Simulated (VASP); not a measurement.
# La (I4_1/amd) in VASP: further runs

Runs on La. Level: PBE. Tasks: single point, relaxation of shape and atoms at fixed volume.

All numbers are computed with VASP 6.6.1; they aren't measurements. Logs are shortened: lines on timing, memory, paths and dates and some standing lists are left out, and cuts for length are marked.

## (1) The cell of the first run

It takes space group I4_1/amd (No. 141, tetragonal). Conventional cell: a = 5.593 Å, b = 5.593 Å, c = 3.419 Å, α = 90.00°, β = 90.00°, γ = 90.00°. Within 3.9 Å of La (site symmetry -4m2) lie 10 La at 2.92 to 3.79 Å.

## (2) Single point, PBE

The input, INCAR:

```
SYSTEM = La
ALGO     = Normal         ! electronic algorithm
EDIFF    = 1E-7           ! SCF threshold, eV
ENCUT    = 520            ! plane-wave cutoff, eV
GGA      = PE             ! functional
ISIF     = 2              ! what is computed and relaxed
ISMEAR   = -1             ! smearing method
LASPH    = .True.         ! aspherical terms in the spheres
LCHARG   = .True.         ! write CHGCAR
LELF     = .True.         ! ELF
LREAL    = .False.        ! projectors in reciprocal space
LVHAR    = .True.       
LWAVE    = .False.        ! write WAVECAR
NBANDS   = 18             ! bands
NELM     = 100            ! most SCF steps
PREC     = Accurate       ! precision mode
SIGMA    = 0.08           ! smearing width, eV
```

The input, KPOINTS:

```
k-points
0
Gamma
  13 13 13
  0 0 0
```

The input, POSCAR:

```
La
1.0
   -2.7964275890      2.7964275890      1.7095255834
    2.7964275890     -2.7964275890      1.7095255834
    2.7964275890      2.7964275890     -1.7095255834
La
2
Direct
   -0.3750000000     -0.1250000000     -0.2500000000
    0.3750000000      0.1250000000      0.2500000000
```

Potentials or basis: VASP PAW PBE potentials, release 64 (La).

Started as:

```sh
$ cat potpaw_PBE.64/La/POTCAR > POTCAR
$ mpirun -np 1 vasp_std > vasp.out
```

OUTCAR:

```text
SYSTEM = La
   EDIFF = 1E-7
   ENCUT = 520
   GGA = PE
   ISIF = 2
   ISMEAR = -1
   LASPH = .True.
   LREAL = .False.
   NELM = 100
   PREC = Accurate

 ion  position               nearest neighbor table
   1  0.625  0.875  0.750-   2 2.92   2 2.92   2 2.92   2 2.92
   2  0.375  0.125  0.250-   1 2.92   1 2.92   1 2.92   1 2.92

  LATTYP: Found a body centered tetragonal cell.
 ALAT       =     5.5928551780
 C/A-ratio  =     0.6113248167

  Lattice vectors:

 A1 = (  -2.7964275890,   2.7964275890,   1.7095255834)
 A2 = (   2.7964275890,  -2.7964275890,   1.7095255834)
 A3 = (   2.7964275890,   2.7964275890,  -1.7095255834)

Analysis of symmetry for initial positions (statically):
=====================================================================
 Subroutine PRICEL returns:
 Original cell was already a primitive cell.

 Routine SETGRP: Setting up the symmetry group for a
 body centered tetragonal supercell.

 Subroutine GETGRP returns: Found 16 space group operations
 (whereof  4 operations were pure point group operations)
 out of a pool of 16 trial point group operations.

The static configuration has the point symmetry C_2h.
 The point group associated with its full space group is D_4h.

Analysis of symmetry for dynamics (positions and initial velocities):
=====================================================================
 Subroutine PRICEL returns:
 Original cell was already a primitive cell.

 Routine SETGRP: Setting up the symmetry group for a
 body centered tetragonal supercell.

 Subroutine GETGRP returns: Found 16 space group operations
 (whereof  4 operations were pure point group operations)
 out of a pool of 16 trial point group operations.

The dynamic configuration has the point symmetry C_2h.
 The point group associated with its full space group is D_4h.

 Subroutine INISYM returns: Found 16 space group operations
 (whereof  4 operations are pure point group operations),
 and found     1 'primitive' translations

----------------------------------------------------------------------------------------

                                     Primitive cell

  volume of cell :      53.4740

  direct lattice vectors                    reciprocal lattice vectors
    -2.796427589  2.796427589  1.709525583     0.000000000  0.178799552  0.292478805
     2.796427589 -2.796427589  1.709525583     0.178799552  0.000000000  0.292478805
     2.796427589  2.796427589 -1.709525583     0.178799552  0.178799552  0.000000000

  length of vectors
     4.308421084  4.308421084  4.308421084     0.342801883  0.342801883  0.252860751

  position of ions in fractional coordinates (direct lattice)
     0.625000000  0.875000000  0.750000000
     0.375000000  0.125000000  0.250000000

  ion indices of the primitive-cell ions
   primitive index   ion index
                 1           1
                 2           2

----------------------------------------------------------------------------------------

 KPOINTS: k-points

Automatic generation of k-mesh.
 Grid dimensions read from file:
 generate k-points for:   13   13   13

 Generating k-lattice:

  Cartesian coordinates                     Fractional coordinates (reciprocal lattice)
     0.000000000  0.013753812  0.022498370     0.076923077  0.000000000  0.000000000
     0.013753812  0.000000000  0.022498370     0.000000000  0.076923077  0.000000000
     0.013753812  0.013753812  0.000000000     0.000000000  0.000000000  0.076923077

  Length of vectors
     0.026369376  0.026369376  0.019450827

  Shift w.r.t. Gamma in fractional coordinates (k-lattice)
     0.000000000  0.000000000  0.000000000

 Subroutine IBZKPT returns following result:
 ===========================================

 Found    196 irreducible k-points:

 Following reciprocal coordinates:
            Coordinates               Weight
  0.000000  0.000000  0.000000      1.000000
  0.076923 -0.000000  0.000000      8.000000
  0.153846 -0.000000  0.000000      8.000000
  0.230769  0.000000  0.000000      8.000000
  0.307692 -0.000000  0.000000      8.000000
  0.384615 -0.000000  0.000000      8.000000
[... 16 lines left out ...]
  0.384615  0.153846  0.000000     16.000000
  0.461538  0.153846  0.000000     16.000000
 [... further k-points ...]
   k-points           NKPTS =    196   k-points in BZ     NKDIM =    196   number of bands    NBANDS=     18
   number of dos      NEDOS =    301   number of ions     NIONS =      2
   total plane-waves  NPLWV =  32768
   dimension x,y,z NGX =    32 NGY =   32 NGZ =   32
   dimension x,y,z NGXF=    64 NGYF=   64 NGZF=   64
   ions per type =               2
   NGX,Y,Z   is equivalent  to a cutoff of  12.35, 12.35, 12.35 a.u.
   NGXF,Y,Z  is equivalent  to a cutoff of  24.70, 24.70, 24.70 a.u.
 SYSTEM =  La
   PREC   = accura    normal or accurate (medium, high low for compatibility)
   ISTART =      0    job   : 0-new  1-cont  2-samecut
   ICHARG =      2    charge: 1-file 2-atom 10-const
   ISPIN  =      1    spin polarized calculation?
   LNONCOLLINEAR =      F non collinear calculations
   LSORBIT =      F    spin-orbit coupling
   LASPH  =      T    aspherical Exc in radial PAW
   ENCUT  =  520.0 eV  38.22 Ry    6.18 a.u.   8.01  8.01  8.01*2*pi/ulx,y,z
   NELM   =    100;   NELMIN=  2; NELMDL= -5     # of ELM steps
   EDIFF  = 0.1E-06   stopping-criterion for ELM
   LREAL  =      F    real-space projection
   EDIFFG = 0.1E-05   stopping-criterion for IOM
   NSW    =      0    number of steps for IOM
   IBRION =     -1    ionic relax: 0-MD 1-quasi-New 2-CG
   NFREE  =      0    steps in history (QN), initial steepest desc. (CG)
   ISIF   =      2    stress and relaxation
   ISYM   =      2    0-nonsym 1-usesym 2-fastsym
   POTIM  = 0.5000    time-step for ionic-motion
   TEBEG  =    0.0;   TEEND  =   0.0 temperature during run
   PSTRESS=    0.0 pullay stress
   NELECT =      22.0000    total number of electrons
   NUPDOWN=      -1.0000    fix difference up-down
   EMIN   =  10.00;   EMAX   =-10.00  energy-range for DOS
   EFERMI =   0.00;   METHOD = LEGACY
   ISMEAR =    -1;   SIGMA  =   0.08  broadening in eV -4-tet -1-fermi 0-gaus
   EFERMI_NEDOS =   21; number of points for ismear=-14 and -15
   IALGO  =     38    algorithm
   IMIX   =      4    mixing-type and parameters
     AMIX     =   0.40;   BMIX     =  1.00
     AMIX_MAG =   1.60;   BMIX_MAG =  1.00
  volume/ion in A,a.u.               =      26.74       180.43
  Fermi-wavevector in a.u.,A,eV,Ry     =   1.217591  2.300914 20.171020  1.482528
  Thomas-Fermi vector in A             =   2.352906
   LORBIT       =      0    0 simple, 1 ext, 2 COOP (PROOUT), +10 PAW based schemes
   GGA     = PE    functional components
   LHFCALC =     F    Hartree Fock is set to
   AEXX    =    0.0000 exact exchange contribution
   IVDW    =     0    specifies the selected vdW correction
   LEPSILON=     F    determine dielectric tensor
   LRPA    =     F    only Hartree local field effects (RPA)
 non-spin polarized calculation
  energy-cutoff  :      520.00
  volume of cell :       53.47
 maximum number of plane-waves:      1468
   NGX = 15   NGY = 15   NGZ = 15

 number of electron      22.0000000 magnetization

 Free energy of the ion-electron system (eV)
  ---------------------------------------------------
  ext. energy  EPLUGINS =         0.00000000
  ---------------------------------------------------
  free energy    TOTEN  =        -8.69266554 eV

  energy without entropy =       -8.64261835  energy(sigma->0) =       -8.66764194

 E-fermi :  11.3177     XC(G=0): -10.9445

 val. band max:       11.3105634232   @ k =  -0.4615   0.3077   0.0769
 cond. band min:      11.3249859538   @ k =  -0.1538   0.2308   0.0769
 fundamental gap:      0.0144225306
 Fermi energy:        11.3177228220

 k-point     1 :       0.0000    0.0000    0.0000
  band No.  band energies     occupation
      1     -21.8053      2.00000
      2     -20.1319      2.00000
      3      -6.5628      2.00000
      4      -6.5628      2.00000
      5      -3.9684      2.00000
      6      -3.8711      2.00000
[... 10 lines left out ...]
     17      12.5695      0.00000
     18      14.1762      0.00000

 k-point     2 :       0.0769   -0.0000    0.0000
  band No.  band energies     occupation
      1     -21.7767      2.00000
      2     -20.1441      2.00000
      3      -6.5648      2.00000
      4      -6.5063      2.00000
      5      -4.0820      2.00000
      6      -3.9895      2.00000
[... 10 lines left out ...]
     17      13.1454      0.00000
     18      14.1081      0.00000

 k-point     3 :       0.1538   -0.0000    0.0000
  band No.  band energies     occupation
      1     -21.6946      2.00000
      2     -20.1797      2.00000
      3      -6.5699      2.00000
      4      -6.3551      2.00000
      5      -4.4177      2.00000
      6      -4.2661      2.00000
[... 10 lines left out ...]
     17      13.5547      0.00000
     18      13.9805      0.00000

 k-point     4 :       0.2308    0.0000    0.0000
  band No.  band energies     occupation
      1     -21.5704      2.00000
      2     -20.2362      2.00000
      3      -6.5758      2.00000
      4      -6.1729      2.00000
      5      -4.8969      2.00000
      6      -4.5459      2.00000
[... 375 lines left out ...]
      4      -6.2077      2.00000
      5      -5.5790      2.00000
      6      -5.0500      2.00000
[... 10 lines left out ...]
     17      13.8087      0.00000
     18      13.9602      0.00000

 k-point    23 :       0.3846    0.1538    0.0000
  band No.  band energies     occupation
      1     -21.1443      2.00000
      2     -20.4901      2.00000
      3      -6.7030      2.00000
      4      -6.1744      2.00000
      5      -5.6748      2.00000
      6      -4.8283      2.00000
[... 10 lines left out ...]
     17      13.7612      0.00000
     18      13.9406      0.00000

 k-point    24 :       0.4615    0.1538    0.0000
  band No.  band energies     occupation
      1     -21.1505      2.00000
      2     -20.5298      2.00000
      3      -6.6680      2.00000
      4      -6.0732      2.00000
      5      -5.6541      2.00000
      6      -4.5618      2.00000
[... 10 lines left out ...]
     17      13.7499      0.00000
     18      14.0323      0.00000

 [... further k-points ...]
[... 5 lines left out ...]
  --------------------------------------------------------------------------------------
  -------------------------------------------------------------------------------------
  Total        4.4247812      4.4247812      4.4743871      0.0000000      0.0000000     -0.0000000
  in kB      132.5743892    132.5743892    134.0606695      0.0000000      0.0000000     -0.0000000
  external PRESSURE =     133.0698159 kB  Pullay stress =       0.0000000 kB

 VOLUME and BASIS-vectors are now :
 -----------------------------------------------------------------------------
  energy-cutoff  :      520.00
  volume of cell :       53.47
      direct lattice vectors                 reciprocal lattice vectors
    -2.796427589  2.796427589  1.709525583     0.000000000  0.178799552  0.292478805
     2.796427589 -2.796427589  1.709525583     0.178799552  0.000000000  0.292478805
     2.796427589  2.796427589 -1.709525583     0.178799552  0.178799552  0.000000000

 POSITION                                       TOTAL-FORCE (eV/Angst)
 -----------------------------------------------------------------------------------
      2.79643      1.39821      1.28214        -0.000000     -0.000000     -0.000000
      0.00000      1.39821      0.42738         0.000000      0.000000      0.000000
 -----------------------------------------------------------------------------------
    total drift:                                0.000000     -0.000000      0.000000

  FREE ENERGIE OF THE ION-ELECTRON SYSTEM (eV)
  ---------------------------------------------------
  free  energy   TOTEN  =        -8.6926655394 eV

  energy  without entropy=       -8.6426183455  energy(sigma->0) =       -8.66764194
```

Wall time 1.8 min (1 thread of Intel Xeon Platinum 8488C (Sapphire Rapids), shared host); peak memory 0.32 GiB.

Results:

```yaml
Free_energy: -8.6927 eV
Pressure: 13.3 GPa
Band_gap_on_the_k_mesh: zero (bands 11 and 12 overlap by 1.47 eV)
```

Stress tensor (GPa, compression positive):
```
13.26  0.00  0.00
 0.00 13.26  0.00
 0.00  0.00 13.41
```

Caveat: the cell stands under pressure; spin-orbit coupling is left out, which moves the levels of the heavy elements.

## (3) Relaxation of shape and atoms at fixed volume, PBE

This run uses another cell than the first one, of 16.04 Å³/atom.

The input, INCAR:

```
ALGO = Normal
EDIFF = 1E-7
EDIFFG = -0.005
ENCUT = 600
GGA = PE
IBRION = 2
ISIF = 4
ISMEAR = -1
LASPH = True
LCHARG = False
LREAL = False
LWAVE = False
NELM = 60
NSW = 50
PREC = Accurate
SIGMA = 0.08
```

The input, KPOINTS:

```
k-points
0
Gamma
  13 13 13
```

The input, POSCAR:

```
La
1.0
   -2.3832489800      2.3832489800      1.4121966584
    2.3832489800     -2.3832489800      1.4121966584
    2.3832489800      2.3832489800     -1.4121966584
La
2
Direct
   -0.3750000000     -0.1250000000     -0.2500000000
    0.3750000000      0.1250000000      0.2500000000
```

Potentials or basis: VASP PAW PBE potentials, release 64 (La).

Started as:

```sh
$ cat potpaw_PBE.64/La/POTCAR > POTCAR
$ mpirun -np 1 vasp_std > vasp.out
```

It took 16 min on 1 thread of Intel Xeon Platinum 8488C (Sapphire Rapids), shared host; peak memory 0.29 GiB.

The run converged. Its results:

| Item | Value |
| --- | --- |
| Free energy | -1.9642 eV |
| Energy gained by relaxing | 104.8 meV/atom |
| Ionic steps | 19 |
| Pressure after relaxing | 133.4 GPa |
| Band gap on the k mesh | zero (bands 11 and 12 overlap by 3.14 eV) |

Step by step:
```tsv
step	energy change (eV)	largest force (eV/Å)	pressure (GPa)	volume (Å³)
1	0.0000	0.0000	141.20	32.08
2	0.3446	0.0000	134.74	32.08
3	-0.2093	0.0000	133.14	32.08
4	-0.2096	0.0000	133.34	32.08
5	-0.2095	0.0000	133.47	32.08
6	-0.2095	0.0000	133.43	32.08
7	-0.2095	0.0000	133.43	32.08
8	-0.2095	0.0000	133.43	32.08
9	-0.2095	0.0000	133.43	32.08
10	-0.2095	0.0000	133.43	32.08
11	-0.2095	0.0000	133.43	32.08
12	-0.2096	0.0000	133.45	32.08
13	-0.2096	0.0000	133.43	32.08
14	-0.2096	0.0000	133.46	32.08
15	-0.2096	0.0000	133.40	32.08
16	-0.2096	0.0000	133.35	32.08
17	-0.2096	0.0000	133.35	32.08
18	-0.2096	0.0000	133.38	32.08
19	-0.2096	0.0000	133.36	32.08
```

Final structure:
```
CELL_PARAMETERS angstrom
-2.44419 2.44419 1.34265
2.44419 -2.44419 1.34265
2.44419 2.44419 -1.34265
ATOMIC_POSITIONS crystal
La 0.62500 0.87500 0.75000
La 0.37500 0.12500 0.25000
```

Levels at points of the mesh, in eV from the Fermi level:
```csv
k point,band 7,band 8,band 9,band 10,band 11,band 12,band 13,band 14,band 15
"(0.00, 0.00, 0.00)",-12.04,-12.04,-6.79,-1.62,-0.70,-0.68,1.08,1.08,1.10
```

Caveat: spin-orbit coupling is left out, which moves the levels of the heavy elements.

[end of part 1 of 2]

The gap in the log of VASP goes by the Fermi energy; the results here count the filled bands.